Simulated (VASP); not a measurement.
# SiO2 (P4_32_12) in VASP: electric field gradients with PBE

Aim: the electric field gradients of SiO2 with PBE.

Program: VASP 6.6.1. These are calculated values, not measurements. Logs are shortened: lines on timing, memory, paths and dates and some standing lists are left out, and cuts for length are marked.

### Step 1. The cell of the first run

Symmetry: P4_32_12, No. 96, tetragonal system. The conventional cell has a = 7.446 Å, b = 7.446 Å, c = 8.584 Å, α = 90.00°, β = 90.00°, γ = 90.00°. Within 2.1 Å of Si (site symmetry 1) lie 4 O at 1.56 to 1.66 Å. Within 2.1 Å of Si (site symmetry 2) lie 4 O at 1.58 to 1.62 Å. Within 2.1 Å of O (site symmetry 1) lie 2 Si at 1.56 to 1.59 Å. Within 2.2 Å of O (site symmetry 1) lie 2 Si at 1.62 to 1.66 Å. Within 2.1 Å of O (site symmetry 1) lie 2 Si at 1.58 to 1.61 Å.

### Step 2. Electric field gradients, PBE

The input, INCAR:

```
SYSTEM = SiO2
PREC     = Accurate       ! precision mode
ENCUT    = 520            ! plane-wave cutoff, eV
EDIFF    = 1E-8           ! SCF threshold, eV
ISMEAR   = -1             ! smearing method
SIGMA    = 0.02           ! smearing width, eV
LREAL    = Auto         
LASPH    = .TRUE.         ! aspherical terms in the spheres
NELM     = 100            ! most SCF steps
ALGO     = Normal         ! electronic algorithm
ISIF     = 2              ! what is computed and relaxed
LWAVE    = .FALSE.        ! write WAVECAR
LCHARG   = .FALSE.        ! write CHGCAR
GGA      = PE             ! functional
LEFG     = .TRUE.       
NBANDS   = 120            ! bands
```

The input, KPOINTS:

```
regular mesh
0
G
  4 4 3
  0 0 0
```

The input, POSCAR:

```
SiO2
1.0
    7.4462000000      0.0000000000      0.0000000000
    0.0000000000      7.4462000000      0.0000000000
    0.0000000000      0.0000000000      8.5838000000
Si O
12 24
Direct
    0.3282300000      0.1188600000      0.2490000000
    0.3811400000      0.8282300000      0.9990000000
    0.6717700000      0.8811400000      0.7490000000
    0.6188600000      0.1717700000      0.4990000000
    0.8282300000      0.3811400000      0.0010000000
    0.8811400000      0.6717700000      0.2510000000
    0.1717700000      0.6188600000      0.5010000000
    0.1188600000      0.3282300000      0.7510000000
    0.4102000000      0.4102000000      0.0000000000
    0.0898000000      0.9102000000      0.7500000000
    0.5898000000      0.5898000000      0.5000000000
    0.9102000000      0.0898000000      0.2500000000
    0.4488000000      0.1266000000      0.4014000000
    0.3734000000      0.9488000000      0.1514000000
    0.5512000000      0.8734000000      0.9014000000
    0.6266000000      0.0512000000      0.6514000000
    0.9488000000      0.3734000000      0.8486000000
    0.8734000000      0.5512000000      0.0986000000
    0.0512000000      0.6266000000      0.3486000000
    0.1266000000      0.4488000000      0.5986000000
    0.1156000000      0.1222000000      0.3065800000
    0.3778000000      0.6156000000      0.0565800000
    0.8844000000      0.8778000000      0.8065800000
    0.6222000000      0.3844000000      0.5565800000
    0.6156000000      0.3778000000      0.9434200000
    0.8778000000      0.8844000000      0.1934200000
    0.3844000000      0.6222000000      0.4434200000
    0.1222000000      0.1156000000      0.6934200000
    0.3593000000      0.3017000000      0.1526000000
    0.1983000000      0.8593000000      0.9026000000
    0.6407000000      0.6983000000      0.6526000000
    0.8017000000      0.1407000000      0.4026000000
    0.8593000000      0.1983000000      0.0974000000
    0.6983000000      0.6407000000      0.3474000000
    0.1407000000      0.8017000000      0.5974000000
    0.3017000000      0.3593000000      0.8474000000
```

Potentials or basis: VASP PAW PBE potentials, release 64 (Si, O).

Run with:

```
$ cat potpaw_PBE.64/Si/POTCAR potpaw_PBE.64/O/POTCAR > POTCAR
$ mpirun -np 1 vasp_std > vasp.out
```

OUTCAR:

```text
SYSTEM = SiO2
   PREC = Accurate
   ENCUT = 520
   EDIFF = 1E-8
   ISMEAR = -1
   LREAL = Auto
   LASPH = .TRUE.
   NELM = 100
   ISIF = 2
   GGA = PE

 ion  position               nearest neighbor table
   1  0.328  0.119  0.249-  14 1.56  13 1.59  29 1.61  21 1.66   2 3.07   4 3.07   9 3.11  12 3.12

   2  0.381  0.828  0.999-  15 1.56  14 1.59  30 1.61  22 1.66   1 3.07   3 3.07  10 3.11   9 3.12

   3  0.672  0.881  0.749-  16 1.56  15 1.59  31 1.61  23 1.66   2 3.07   4 3.07  11 3.11  10 3.12
[... 41 lines left out ...]
  35  0.141  0.802  0.597-  10 1.58   7 1.61
  36  0.302  0.359  0.847-   9 1.58   8 1.61

  LATTYP: Found a simple tetragonal cell.
 ALAT       =     7.4462000000
 C/A-ratio  =     1.1527759125

  Lattice vectors:

 A1 = (   7.4462000000,   0.0000000000,   0.0000000000)
 A2 = (   0.0000000000,   7.4462000000,   0.0000000000)
 A3 = (   0.0000000000,   0.0000000000,   8.5838000000)

Analysis of symmetry for initial positions (statically):
=====================================================================
 Subroutine PRICEL returns:
 Original cell was already a primitive cell.

 Routine SETGRP: Setting up the symmetry group for a
 simple tetragonal supercell.

 Subroutine GETGRP returns: Found  8 space group operations
 (whereof  2 operations were pure point group operations)
 out of a pool of 16 trial point group operations.

The static configuration has the point symmetry C_2 .
 The point group associated with its full space group is D_4 .

Analysis of symmetry for dynamics (positions and initial velocities):
=====================================================================
 Subroutine PRICEL returns:
 Original cell was already a primitive cell.

 Routine SETGRP: Setting up the symmetry group for a
 simple tetragonal supercell.

 Subroutine GETGRP returns: Found  8 space group operations
 (whereof  2 operations were pure point group operations)
 out of a pool of 16 trial point group operations.

The dynamic configuration has the point symmetry C_2 .
 The point group associated with its full space group is D_4 .

 Subroutine INISYM returns: Found  8 space group operations
 (whereof  2 operations are pure point group operations),
 and found     1 'primitive' translations

----------------------------------------------------------------------------------------

                                     Primitive cell

  volume of cell :     475.9365

  direct lattice vectors                    reciprocal lattice vectors
     7.446200000  0.000000000  0.000000000     0.134296688  0.000000000  0.000000000
     0.000000000  7.446200000  0.000000000     0.000000000  0.134296688  0.000000000
     0.000000000  0.000000000  8.583800000     0.000000000  0.000000000  0.116498520

  length of vectors
     7.446200000  7.446200000  8.583800000     0.134296688  0.134296688  0.116498520

  position of ions in fractional coordinates (direct lattice)
     0.328230000  0.118860000  0.249000000
     0.381140000  0.828230000  0.999000000
     0.671770000  0.881140000  0.749000000
     0.618860000  0.171770000  0.499000000
     0.828230000  0.381140000  0.001000000
     0.881140000  0.671770000  0.251000000
[... 28 lines left out ...]
     0.140700000  0.801700000  0.597400000
     0.301700000  0.359300000  0.847400000

  ion indices of the primitive-cell ions
   primitive index   ion index
                 1           1
                 2           2
                 3           3
                 4           4
                 5           5
                 6           6
[... 28 lines left out ...]
                35          35
                36          36

----------------------------------------------------------------------------------------

 KPOINTS: regular mesh

Automatic generation of k-mesh.
 Grid dimensions read from file:
 generate k-points for:    4    4    3
[... 54 lines left out ...]
   NSW    =      0    number of steps for IOM
   IBRION =     -1    ionic relax: 0-MD 1-quasi-New 2-CG
   NFREE  =      0    steps in history (QN), initial steepest desc. (CG)
   ISIF   =      2    stress and relaxation
   ISYM   =      2    0-nonsym 1-usesym 2-fastsym
   POTIM  = 0.5000    time-step for ionic-motion
   TEBEG  =    0.0;   TEEND  =   0.0 temperature during run
   PSTRESS=    0.0 pullay stress
   NELECT =     192.0000    total number of electrons
   NUPDOWN=      -1.0000    fix difference up-down
   EMIN   =  10.00;   EMAX   =-10.00  energy-range for DOS
   EFERMI =   0.00;   METHOD = LEGACY
   ISMEAR =    -1;   SIGMA  =   0.02  broadening in eV -4-tet -1-fermi 0-gaus
   EFERMI_NEDOS =   21; number of points for ismear=-14 and -15
   IALGO  =     38    algorithm
   IMIX   =      4    mixing-type and parameters
     AMIX     =   0.40;   BMIX     =  1.00
     AMIX_MAG =   1.60;   BMIX_MAG =  1.00
  volume/ion in A,a.u.               =      13.22        89.22
  Fermi-wavevector in a.u.,A,eV,Ry     =   1.209648  2.285903 19.908692  1.463248
  Thomas-Fermi vector in A             =   2.345219
   LORBIT       =      0    0 simple, 1 ext, 2 COOP (PROOUT), +10 PAW based schemes
   GGA     = PE    functional components
   LHFCALC =     F    Hartree Fock is set to
   AEXX    =    0.0000 exact exchange contribution
   IVDW    =     0    specifies the selected vdW correction
   LEPSILON=     F    determine dielectric tensor
   LRPA    =     F    only Hartree local field effects (RPA)
 non-spin polarized calculation
  energy-cutoff  :      520.00
  volume of cell :      475.94
 maximum number of plane-waves:     12844
 NGX is ok and might be reduce to    56
   NGX = 27   NGY = 27   NGZ = 31

 number of electron     192.0000024 magnetization

 Free energy of the ion-electron system (eV)
  ---------------------------------------------------
  ext. energy  EPLUGINS =         0.00000000
  ---------------------------------------------------
  free energy    TOTEN  =      -282.71505019 eV

  energy without entropy =     -282.71505019  energy(sigma->0) =     -282.71505019

 E-fermi :   1.3912     XC(G=0):  -8.8825

 val. band max:        0.8592018709   @ k =   0.0000   0.0000   0.0000
 cond. band min:       6.4967362204   @ k =   0.0000   0.0000   0.0000
 fundamental gap:      5.6375343495
 Fermi energy:         1.3912063653

 k-point     1 :       0.0000    0.0000    0.0000
  band No.  band energies     occupation
      1     -18.8542      2.00000
      2     -18.5694      2.00000
      3     -18.2756      2.00000
      4     -18.2756      2.00000
      5     -18.0645      2.00000
      6     -18.0645      2.00000
[... 1321 lines left out ...]
    107      10.1294      0.00000
    108      10.1294      0.00000
 [bands above 108 left out]

------------------------ aborting loop because EDIFF is reached ----------------------------------------

  FORCE on cell =-STRESS in cart. coord.  units (eV):
  Direction    XX          YY          ZZ          XY          YZ          ZX
  --------------------------------------------------------------------------------------
  -------------------------------------------------------------------------------------
  Total       21.6709508     21.6709508     35.5321796      0.0000000      0.0000000      0.0000000
  in kB       72.9523967     72.9523967    119.6143946      0.0000000      0.0000000      0.0000000
  external PRESSURE =      88.5063960 kB  Pullay stress =       0.0000000 kB

 VOLUME and BASIS-vectors are now :
 -----------------------------------------------------------------------------
  energy-cutoff  :      520.00
  volume of cell :      475.94
      direct lattice vectors                 reciprocal lattice vectors
     7.446200000  0.000000000  0.000000000     0.134296688  0.000000000  0.000000000
     0.000000000  7.446200000  0.000000000     0.000000000  0.134296688  0.000000000
     0.000000000  0.000000000  8.583800000     0.000000000  0.000000000  0.116498520

 POSITION                                       TOTAL-FORCE (eV/Angst)
 -----------------------------------------------------------------------------------
      2.44407      0.88506      2.13737        -2.544402      1.621842      0.980922
      2.83804      6.16717      8.57522        -1.621842     -2.544402      0.980922
      5.00213      6.56114      6.42927         2.544402     -1.621842      0.980922
      4.60816      1.27903      4.28332         1.621842      2.544402      0.980922
      6.16717      2.83804      0.00858        -2.544402     -1.621842     -0.980922
      6.56114      5.00213      2.15453        -1.621842      2.544402     -0.980922
[... 28 lines left out ...]
      1.04768      5.96962      5.12796         0.147003     -0.671717     -0.455587
      2.24652      2.67542      7.27391        -0.671717     -0.147003     -0.455587
 -----------------------------------------------------------------------------------
    total drift:                               -0.000001      0.000001      0.000000

  FREE ENERGIE OF THE ION-ELECTRON SYSTEM (eV)
  ---------------------------------------------------
  free  energy   TOTEN  =      -282.7150501940 eV

  energy  without entropy=     -282.7150501940  energy(sigma->0) =     -282.71505019

 Electric field gradients (V/A^2)
---------------------------------------------------------------------
 ion       V_xx      V_yy      V_zz      V_xy      V_xz      V_yz
---------------------------------------------------------------------
   1       9.574    -6.213    -3.362     3.332    -6.304   -12.529
   2      -6.213     9.574    -3.362    -3.332    12.529    -6.304
   3       9.574    -6.213    -3.362     3.332     6.304    12.529
   4      -6.213     9.574    -3.362    -3.332   -12.529     6.304
   5       9.574    -6.213    -3.362    -3.332     6.304   -12.529
   6      -6.213     9.574    -3.362     3.332   -12.529    -6.304
[... 28 lines left out ...]
  35     -38.992    15.456    23.536   -16.507   -15.122    59.395
  36      15.456   -38.992    23.536    16.507    59.395    15.122
---------------------------------------------------------------------

 Electric field gradients after diagonalization (V/A^2)
 (convention: |V_zz| > |V_xx| > |V_yy|)
----------------------------------------------------------------------
 ion       V_xx      V_yy      V_zz     asymmetry (V_yy - V_xx)/ V_zz
----------------------------------------------------------------------
   1      15.726     1.788   -17.514       0.796
   2      15.726     1.788   -17.514       0.796
   3      15.726     1.788   -17.514       0.796
   4      15.726     1.788   -17.514       0.796
   5      15.726     1.788   -17.514       0.796
   6      15.726     1.788   -17.514       0.796
[... 28 lines left out ...]
  35     -43.841   -39.268    83.109       0.055
  36     -43.841   -39.268    83.109       0.055
----------------------------------------------------------------------

           NMR quadrupolar parameters

 Cq : quadrupolar parameter    Cq=e*Q*V_zz/h
 eta: asymmetry parameters     (V_yy - V_xx)/ V_zz
 Q  : nuclear electric quadrupole moment in mb (millibarn)
----------------------------------------------------------------------
 ion       Cq(MHz)       eta       Q (mb)
----------------------------------------------------------------------
   1      -0.042       0.796       1.000
   2      -0.042       0.796       1.000
   3      -0.042       0.796       1.000
   4      -0.042       0.796       1.000
   5      -0.042       0.796       1.000
   6      -0.042       0.796       1.000
[... 28 lines left out ...]
  35       0.201       0.055       1.000
  36       0.201       0.055       1.000
----------------------------------------------------------------------
```

Wall time 30 min (1 thread of Intel Xeon Platinum 8259CL at 2.50GHz (Skylake/Cascade Lake), shared host); peak memory 0.7 GiB.

What came out:

* Free energy: -282.7151 eV
* Pressure: 8.9 GPa
* Largest force: 3.173 eV/Å
* Band gap on the k mesh: 5.64 eV, direct

Forces on the atoms (eV/Å):
```
Si  -2.544  1.622  0.981
Si  -1.622 -2.544  0.981
Si   2.544 -1.622  0.981
Si   1.622  2.544  0.981
Si  -2.544 -1.622 -0.981
Si  -1.622  2.544 -0.981
Si   2.544  1.622 -0.981
Si   1.622 -2.544 -0.981
Si   1.369  1.369  0.000
Si  -1.369  1.369  0.000
Si  -1.369 -1.369  0.000
Si   1.369 -1.369  0.000
O   -1.143 -0.578 -0.239
O    0.578 -1.143 -0.239
O    1.143  0.578 -0.239
O   -0.578  1.143 -0.239
O   -1.143  0.578  0.239
O    0.578  1.143  0.239
O    1.143 -0.578  0.239
O   -0.578 -1.143  0.239
O    1.284 -0.127 -0.543
O    0.127  1.284 -0.543
O   -1.284  0.127 -0.543
O   -0.127 -1.284 -0.543
O    1.284  0.127  0.543
O    0.127 -1.284  0.543
O   -1.284 -0.127  0.543
O   -0.127  1.284  0.543
O   -0.147 -0.672  0.456
O    0.672 -0.147  0.456
O    0.147  0.672  0.456
O   -0.672  0.147  0.456
O   -0.147  0.672 -0.456
O    0.672  0.147 -0.456
O    0.147 -0.672 -0.456
O   -0.672 -0.147 -0.456
```

Electric field gradients, principal values (V/Å²):
```tsv
atom	least	middle	greatest (by size)
1 Si	1.788	15.726	-17.514
2 Si	1.788	15.726	-17.514
3 Si	1.788	15.726	-17.514
4 Si	1.788	15.726	-17.514
5 Si	1.788	15.726	-17.514
6 Si	1.788	15.726	-17.514
7 Si	1.788	15.726	-17.514
8 Si	1.788	15.726	-17.514
9 Si	3.671	8.276	-11.947
10 Si	3.671	8.276	-11.947
11 Si	3.671	8.276	-11.947
12 Si	3.671	8.276	-11.947
13 O	-38.951	-45.408	84.359
14 O	-38.951	-45.408	84.359
15 O	-38.951	-45.408	84.359
16 O	-38.951	-45.408	84.359
17 O	-38.951	-45.408	84.359
18 O	-38.951	-45.408	84.359
19 O	-38.951	-45.408	84.359
20 O	-38.951	-45.408	84.359
21 O	-37.017	-53.741	90.758
22 O	-37.017	-53.741	90.758
23 O	-37.017	-53.741	90.758
24 O	-37.017	-53.741	90.758
25 O	-37.017	-53.741	90.758
26 O	-37.017	-53.741	90.758
27 O	-37.017	-53.741	90.758
28 O	-37.017	-53.741	90.758
29 O	-39.268	-43.841	83.109
30 O	-39.268	-43.841	83.109
31 O	-39.268	-43.841	83.109
32 O	-39.268	-43.841	83.109
33 O	-39.268	-43.841	83.109
34 O	-39.268	-43.841	83.109
35 O	-39.268	-43.841	83.109
36 O	-39.268	-43.841	83.109
```

Caveat: without QUAD_EFG the Cq values of the log hold for a quadrupole moment of 1 mb, not for the nuclei; forces of over 1 eV/Å act on the atoms, so gaps and moduli don't describe the material at rest. A k mesh can miss the band edges.
